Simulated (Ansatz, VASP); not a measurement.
One calculation of HgTe, two programs

The input INCAR:

```
PREC = Accurate ; ENCUT = 520
EDIFF = 1E-6 ; ISMEAR = 0
SIGMA = 0.15 ; LREAL = False
LASPH = True ; NELM = 80
ALGO = Normal ; ISIF = 2
LWAVE = False ; LCHARG = False
GGA = PE ; NBANDS = 16
```

File KPOINTS:

```
regular mesh
0
Gamma
  14 14 14
```

File POSCAR:

```
HgTe
1.0
    0.0000000000      3.1267950000      3.2235000000
    3.1267950000      0.0000000000      3.2235000000
    3.1267950000      3.1267950000      0.0000000000
Hg Te
1 1
Direct
    0.0000000000      0.0000000000      0.0000000000
    0.7500000000      0.7500000000      0.7500000000
```

Input for Ansatz:

```yaml
crystal:
  lattice:
    - [0.0, 3.126795, 3.2235]
    - [3.126795, 0.0, 3.2235]
    - [3.126795, 3.126795, 0.0]
  atoms:
    - { symbol: Hg, position: [0.0, 0.0, 0.0] }
    - { symbol: Te, position: [0.75, 0.75, 0.75] }
basis:
  ecutwfc: 420
kpoints:
  mp_grid: { grid: [14, 14, 14] }
hamiltonian:
  xc: pbe
scf:
  occupations: { method: gaussian, width: 0.15 }
output:
  forces: true
  stress: true
  eigenvalues: true
```

Change from the starting cell: strain -0.030 along x and y, +0.000 along z, atoms carried along.

Alike in both runs: task single point; functional PBE; k mesh 14 × 14 × 14; occupations gaussian, width 0.15 eV; no spin polarisation.

|  | VASP | Ansatz |
| --- | --- | --- |
| version | VASP 6.6.1 | Ansatz 0.2.0 |
| potentials or method | VASP PAW PBE potentials, release 64 (Hg, Te), cutoff 520 eV | scalar-relativistic, plane waves, PAW |
| valence electrons in the cell | 18 | 36 |

VASP gave:

```
gap on the k mesh at the Fermi level (eV)                     : none
pressure (GPa)                                                : 7.9
traceless stress, the component that is largest in VASP (GPa) : -0.20
```

Problem. What did Ansatz give for the same quantities?

Solution. gap on the k mesh at the Fermi level (eV): none; pressure (GPa): 7.8; traceless stress, the component that is largest in VASP (GPa): -0.20.

A gap of «none» marks a metal or a gap that the smearing closes. The functional is the same, so the differences come from potentials, cutoffs and numerics. VASP's potentials hold 18 valence electrons a cell and Ansatz's 36, so a difference there can come from the potentials and not from the codes.

Spin-orbit coupling is off throughout.
